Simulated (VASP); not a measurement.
A run of VASP 6.6.1 is set up as follows.

File INCAR:

```
ALGO = Normal ; EDIFF = 1E-6
ENCUT = 500 ; GGA = PE
GGA_COMPAT = False ; ISIF = 2
ISMEAR = 0 ; IVDW = 12
LASPH = True ; LCHARG = False
LREAL = False ; LWAVE = False
NBANDS = 11 ; NELM = 120
PREC = Accurate ; SIGMA = 0.1
```

The input KPOINTS:

```
k-points
0
Gamma
  6 6 6
```

File POSCAR:

```
Si
1.0
    0.0000000000      2.7135600000      2.7135600000
    2.7135600000      0.0000000000      2.7135600000
    2.7135600000      2.7135600000      0.0000000000
Si
2
Direct
    0.7500000000      0.7500000000      0.7500000000
    0.5000000000      0.5000000000      0.5000000000
```

Potentials or basis: VASP PAW PBE potentials, release 64 (Si).

Launch:

```bash
$ cat potpaw_PBE.64/Si/POTCAR > POTCAR
$ mpirun -np 1 vasp_std > vasp.out
```

Task: What does it give for the band gap on the k mesh?

Result: 0.70 eV, indirect (least direct gap 2.56 eV).

Task: Predict the pressure.

Result: -0.3 GPa.

Task: What does it give for the dispersion energy per atom?

Result: -0.315 eV.

A k mesh can miss the band edges. A hybrid or GW would open this gap; PBE tends to underestimate it.
